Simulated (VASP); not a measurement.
Al2GaAs3:

```xyz
6
Lattice="3.8507 0.0000 0.0000 -1.9253 3.3348 0.0000 0.0000 0.0000 9.4321" Properties=species:S:1:pos:R:3 pbc="T T T"
Al    0.0000    0.0000    0.0000
Al    1.9253    1.1116    6.2881
Ga    0.0000    2.2232    3.1440
As    1.9253    1.1116    8.6461
As    0.0000    2.2232    5.5021
As    0.0000    0.0000    2.3580
```

| Quantity | Value |
| --- | --- |
| Program | VASP 6.6.1 |
| Task | relaxation of cell and atoms |
| Functional | PBE |
| Potentials or basis | VASP PAW PBE potentials, release 64 (Al, Ga_d, As) |
| Cutoff | 500 eV |
| k mesh | 12 × 12 × 4 |
| Occupations | fermi-dirac, width 0.02 eV |
| Spin | no spin polarisation |

At the start: pressure 14.5 GPa; volume 20.19 Å³/atom.

Problem. How do energy, volume and symmetry change on relaxing?

Solution. Over 9 steps the energy falls by 134.7 meV/atom and the volume is 23.62 Å³/atom (+17.0 %); space group P3m1 (No. 156, to 0.1 Å) before and after.

Step by step:
| step | energy change (eV) | largest force (eV/Å) | pressure (GPa) | volume (Å³) |
| --- | --- | --- | --- | --- |
| 1 | 0.0000 | 0.0807 | 14.47 | 121.12 |
| 2 | -0.5608 | 0.0582 | -5.05 | 155.97 |
| 3 | -0.8076 | 0.0546 | 0.00 | 141.68 |
| 4 | -0.8073 | 0.0546 | -0.19 | 142.11 |
| 5 | -0.8078 | 0.0310 | 0.05 | 141.57 |
| 6 | -0.8078 | 0.0312 | 0.05 | 141.58 |
| 7 | -0.8079 | 0.0189 | 0.03 | 141.63 |
| 8 | -0.8080 | 0.0155 | 0.00 | 141.69 |
| 9 | -0.8080 | 0.0036 | -0.01 | 141.70 |

Final structure:
```cif
data_structure
_symmetry_space_group_name_H-M 'P 1'
_symmetry_Int_Tables_number 1
_cell_length_a 4.0578
_cell_length_b 4.0578
_cell_length_c 9.9370
_cell_angle_alpha 90.000
_cell_angle_beta 90.000
_cell_angle_gamma 120.000
_cell_volume 141.70
loop_
_atom_site_label
_atom_site_type_symbol
_atom_site_fract_x
_atom_site_fract_y
_atom_site_fract_z
_atom_site_occupancy
Al1 Al 0.00000 0.00000 0.99959 1
Al2 Al 0.66667 0.33333 0.66652 1
Ga1 Ga 0.33333 0.66667 0.33366 1
As1 As 0.66667 0.33333 0.91673 1
As2 As 0.33333 0.66667 0.58427 1
As3 As 0.00000 0.00000 0.24923 1
```

Caveat: the volume moved by over 15 % at a fixed basis, so the end points are rough.
